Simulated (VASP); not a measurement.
# MgS (F-43m) in VASP: settings compared, part 2 of 2

VASP 6.6.1. The steps go on from the part before.

### Step 3. Relaxation of cell and atoms, LDA

Contents of INCAR:

```
PREC = Accurate ; ENCUT = 600
EDIFF = 1E-6 ; ISMEAR = -1
SIGMA = 0.05 ; LREAL = F
LASPH = T ; NELM = 100
ALGO = Normal ; ISIF = 3
LWAVE = F ; LCHARG = F
IBRION = 2 ; NSW = 80
EDIFFG = -0.01
```

Contents of KPOINTS:

```
Automatic mesh
0
Gamma
  8 8 8
```

Contents of POSCAR:

```
MgS
1.0
    0.0000000000      2.8331200468      2.8331200468
    2.8331200468      0.0000000000      2.8331200468
    2.8331200468      2.8331200468      0.0000000000
S Mg
1 1
Direct
    0.2500000000      0.2500000000      0.2500000000
    0.0000000000      0.0000000000      0.0000000000
```

Potentials or basis: VASP PAW LDA potentials, release 64 (S, Mg).

Run with:

```bash
cat potpaw_LDA.64/S/POTCAR potpaw_LDA.64/Mg/POTCAR > POTCAR
mpirun -np 1 vasp_std > vasp.out
```

OUTCAR:

```text
PREC = Accurate
   ENCUT = 600
   EDIFF = 1E-6
   ISMEAR = -1
   LREAL = F
   LASPH = T
   NELM = 100
   ISIF = 3
   IBRION = 2
   NSW = 80
   EDIFFG = -0.01

 ion  position               nearest neighbor table
   1  0.250  0.250  0.250-   2 2.45   2 2.45   2 2.45   2 2.45
   2  0.000  0.000  0.000-   1 2.45   1 2.45   1 2.45   1 2.45

  LATTYP: Found a face centered cubic cell.
 ALAT       =     5.6662400936

  Lattice vectors:

 A1 = (   0.0000000000,   2.8331200468,   2.8331200468)
 A2 = (   2.8331200468,   0.0000000000,   2.8331200468)
 A3 = (   2.8331200468,   2.8331200468,   0.0000000000)

Analysis of symmetry for initial positions (statically):
=====================================================================
 Subroutine PRICEL returns:
 Original cell was already a primitive cell.

 Routine SETGRP: Setting up the symmetry group for a
 face centered cubic supercell.

 Subroutine GETGRP returns: Found 24 space group operations
 (whereof 24 operations were pure point group operations)
 out of a pool of 48 trial point group operations.

The static configuration has the point symmetry T_d .

Analysis of symmetry for dynamics (positions and initial velocities):
=====================================================================
 Subroutine PRICEL returns:
 Original cell was already a primitive cell.

 Routine SETGRP: Setting up the symmetry group for a
 face centered cubic supercell.

 Subroutine GETGRP returns: Found 24 space group operations
 (whereof 24 operations were pure point group operations)
 out of a pool of 48 trial point group operations.

The dynamic configuration has the point symmetry T_d .

 Subroutine INISYM returns: Found 24 space group operations
 (whereof 24 operations are pure point group operations),
 and found     1 'primitive' translations

----------------------------------------------------------------------------------------
[... 120 lines left out ...]
   AEXX    =    0.0000 exact exchange contribution
   IVDW    =     0    specifies the selected vdW correction
   LEPSILON=     F    determine dielectric tensor
   LRPA    =     F    only Hartree local field effects (RPA)
 conjugate gradient relaxation of ions
 non-spin polarized calculation
  energy-cutoff  :      600.00
  volume of cell :       45.48
 maximum number of plane-waves:      1540
   NGX = 17   NGY = 17   NGZ = 17

--------------------------------------- Ionic step        1  -------------------------------------------

 number of electron       8.0000000 magnetization

 Free energy of the ion-electron system (eV)
  ---------------------------------------------------
  ext. energy  EPLUGINS =         0.00000000
  ---------------------------------------------------
  free energy    TOTEN  =        -9.37845595 eV

  energy without entropy =       -9.37845595  energy(sigma->0) =       -9.37845595

------------------------ aborting loop because EDIFF is reached ----------------------------------------

  FORCE on cell =-STRESS in cart. coord.  units (eV):
  Direction    XX          YY          ZZ          XY          YZ          ZX
  --------------------------------------------------------------------------------------
  -------------------------------------------------------------------------------------
  Total       -0.7108353     -0.7108353     -0.7108353      0.0000000      0.0000000      0.0000000
  in kB      -25.0411708    -25.0411708    -25.0411708      0.0000000      0.0000000      0.0000000
  external PRESSURE =     -25.0411708 kB  Pullay stress =       0.0000000 kB
[... 59 lines left out ...]
--------------------------------------- Ionic step        3  -------------------------------------------

 number of electron       7.9999999 magnetization

 Free energy of the ion-electron system (eV)
  ---------------------------------------------------
  ext. energy  EPLUGINS =         0.00000000
  ---------------------------------------------------
  free energy    TOTEN  =        -9.39417423 eV

  energy without entropy =       -9.39417423  energy(sigma->0) =       -9.39417423

 E-fermi :   2.2498     XC(G=0):  -8.9192

 val. band max:        1.1598473095   @ k =   0.0000   0.0000   0.0000
 cond. band min:       4.5625814710   @ k =   0.0000   0.0000   0.0000
 fundamental gap:      3.4027341615
 Fermi energy:         2.2497670827

 k-point     1 :       0.0000    0.0000    0.0000
  band No.  band energies     occupation
      1     -10.2193      2.00000
      2       1.1598      2.00000
      3       1.1598      2.00000
      4       1.1598      2.00000
      5       4.5626      0.00000
      6       9.0321      0.00000
      7       9.0321      0.00000
      8       9.0321      0.00000
[... 243 lines left out ...]
 k-point    24 :      -0.3750    0.2500    0.1250
  band No.  band energies     occupation
      1      -9.3279      2.00000
      2      -1.8179      2.00000
      3      -0.2387      2.00000
      4       0.4620      2.00000
      5       7.0730      0.00000
      6       7.5776      0.00000
      7       9.9311      0.00000
      8       9.9511      0.00000

 [... further k-points ...]
[... 5 lines left out ...]
  --------------------------------------------------------------------------------------
  -------------------------------------------------------------------------------------
  Total       -0.0004722     -0.0004722     -0.0004722     -0.0000000      0.0000000      0.0000000
  in kB       -0.0173770     -0.0173770     -0.0173770     -0.0000000      0.0000000      0.0000000
  external PRESSURE =      -0.0173770 kB  Pullay stress =       0.0000000 kB
[... 17 lines left out ...]
  FREE ENERGIE OF THE ION-ELECTRON SYSTEM (eV)
  ---------------------------------------------------
  free  energy   TOTEN  =        -9.3941742339 eV

  energy  without entropy=       -9.3941742339  energy(sigma->0) =       -9.39417423

 reached required accuracy - stopping structural energy minimisation
```

CONTCAR:

```text
MgS
   1.00000000000000
     0.0000000000000000    2.7922401459628268    2.7922401459628268
     2.7922401459628268    0.0000000000000000    2.7922401459628268
     2.7922401459628268    2.7922401459628268    0.0000000000000000
  S               Mg
     1     1
Direct
     0.2500000000000000    0.2500000000000000    0.2500000000000000
     0.0000000000000000    0.0000000000000000    0.0000000000000000

  0.00000000E+00  0.00000000E+00  0.00000000E+00
  0.00000000E+00  0.00000000E+00  0.00000000E+00
```

Wall time 18 s (1 thread of Intel Xeon 6975P-C, shared host); peak memory 0.17 GiB.

Results:

```
Free energy                            : -9.3942 eV
Relaxed volume                         : 21.77 Å³/atom
Relaxed cell                           : a = 3.949 Å, b = 3.949 Å, c = 3.949 Å, α = 60.00°, β = 60.00°, γ = 60.00°
Space group after relaxing (to 0.05 Å) : F-43m (No. 216)
Energy gained by relaxing              : 7.9 meV/atom
Ionic steps                            : 3
Pressure after relaxing                : 0.0 GPa
Band gap on the k mesh                 : 3.40 eV, direct
```

The path:
| step | energy change (eV) | largest force (eV/Å) | pressure (GPa) | volume (Å³) |
| --- | --- | --- | --- | --- |
| 1 | 0.0000 | 0.0000 | -2.50 | 45.48 |
| 2 | -0.0151 | 0.0000 | 0.53 | 43.18 |
| 3 | -0.0157 | 0.0000 | 0.00 | 43.54 |

Final structure:
```
S Mg
1.0
     0.00000    2.79224    2.79224
     2.79224    0.00000    2.79224
     2.79224    2.79224    0.00000
S Mg
1 1
Direct
  0.25000 0.25000 0.25000
  0.00000 0.00000 0.00000
```

A k mesh can miss the band edges.

### Step 4. Single point, PBEsol

Contents of INCAR:

```
  PREC = Accurate
  ENCUT = 520
  EDIFF = 1E-6
  ISMEAR = -1
  SIGMA = 0.05
  LREAL = F
  LASPH = T
  NELM = 60
  ALGO = Normal
  ISIF = 2
  LWAVE = F
  LCHARG = F
  GGA = PS
  NBANDS = 11
```

Contents of KPOINTS:

```
regular mesh
0
Gamma
  6 6 6
```

POSCAR is that of step 3.

Potentials or basis: VASP PAW PBE potentials, release 64 (S, Mg).

Run with:

```bash
cat potpaw_PBE.64/S/POTCAR potpaw_PBE.64/Mg/POTCAR > POTCAR
mpirun -np 1 vasp_std > vasp.out
```

Run time: 7.3 s. Hardware: 1 thread of Intel Xeon 6975P-C, shared host; peak memory 0.16 GiB.

It converged, with:

| Quantity | Value |
| --- | --- |
| Free energy | -8.9164 eV |
| Pressure | -0.5 GPa |
| Band gap on the k mesh | 3.28 eV, direct |

Levels at points of the mesh, in eV from the valence-band top:
```tsv
k point	band 2	band 3	band 4	band 5	band 6	band 7
(0.00, 0.00, 0.00)	0.00	0.00	0.00	3.28	7.87	7.87
(0.50, 0.00, 0.00)	-3.18	-0.33	-0.33	4.99	7.54	7.54
(0.50, 0.50, 0.00)	-2.85	-1.05	-1.05	3.71	5.54	11.01
```

Caveat: the PAW data sets were made with another functional, which shifts forces and pressure a little.

### Step 5. Single point, LDA

Contents of INCAR:

```
  ALGO = Normal
  EDIFF = 1E-6
  ENCUT = 520
  ISIF = 2
  ISMEAR = 0
  LASPH = T
  LCHARG = T
  LELF = T
  LREAL = F
  LVHAR = T
  LWAVE = F
  NBANDS = 11
  NELM = 80
  PREC = Accurate
  SIGMA = 0.05
```

Contents of KPOINTS:

```
k-points
0
Gamma
  8 8 8
```

POSCAR is that of step 4.

Potentials or basis: VASP PAW LDA potentials, release 64 (S, Mg).

Run with:

```bash
cat potpaw_LDA.64/S/POTCAR potpaw_LDA.64/Mg/POTCAR > POTCAR
mpirun -np 1 vasp_std > vasp.out
```

It took 14 s on 1 thread of Intel Xeon Platinum 8259CL at 2.50GHz (Skylake/Cascade Lake), shared host; peak memory 0.15 GiB.

It converged, with:

```
Free energy            : -9.3781 eV
Pressure               : -2.5 GPa
Band gap on the k mesh : 3.18 eV, direct
```

Levels at points of the mesh, in eV from the valence-band top:
| k point | band 1 | band 2 | band 3 | band 4 | band 5 | band 6 | band 7 | band 8 |
| --- | --- | --- | --- | --- | --- | --- | --- | --- |
| (0.00, 0.00, 0.00) | -11.23 | 0.00 | 0.00 | 0.00 | 3.18 | 7.76 | 7.76 | 7.76 |
| (0.50, 0.00, 0.00) | -10.53 | -3.20 | -0.33 | -0.33 | 4.86 | 7.46 | 7.46 | 8.36 |
| (0.50, 0.50, 0.00) | -10.31 | -2.88 | -1.06 | -1.06 | 3.66 | 5.43 | 10.86 | 11.99 |

A k mesh can miss the band edges. LDA gaps usually lie below the measured ones, often by a third to a half.

### Step 6. Summary

| task | level | potentials or basis | cell | k mesh | cutoff (eV) | smearing | gap on the mesh (eV) | pressure (GPa) | relaxed volume (Å³/atom) |
| --- | --- | --- | --- | --- | --- | --- | --- | --- | --- |
| relaxation of cell and atoms | RPBE+D4 | VASP PAW PBE potentials, release 64 (S, Mg) | relaxed | 8 × 8 × 8 | 600 | fermi-dirac 0.05 eV | 3.77 | 0.0 | 22.22 |
| relaxation of cell and atoms | LDA | VASP PAW LDA potentials, release 64 (S, Mg) | relaxed | 8 × 8 × 8 | 600 | fermi-dirac 0.05 eV | 3.40 | 0.0 | 21.77 |
| single point | PBEsol | VASP PAW PBE potentials, release 64 (S, Mg) | as given | 6 × 6 × 6 | 520 | fermi-dirac 0.05 eV | 3.28 | -0.5 | - |
| single point | LDA | VASP PAW LDA potentials, release 64 (S, Mg) | as given | 8 × 8 × 8 | 520 | gaussian 0.05 eV | 3.18 | -2.5 | - |

Alike in all rows: no spin polarisation.

Caveats: the PAW data sets were made with another functional, which shifts forces and pressure a little (some runs).

Total energies depend on the potentials used, so only differences within one code and one set of settings carry meaning.
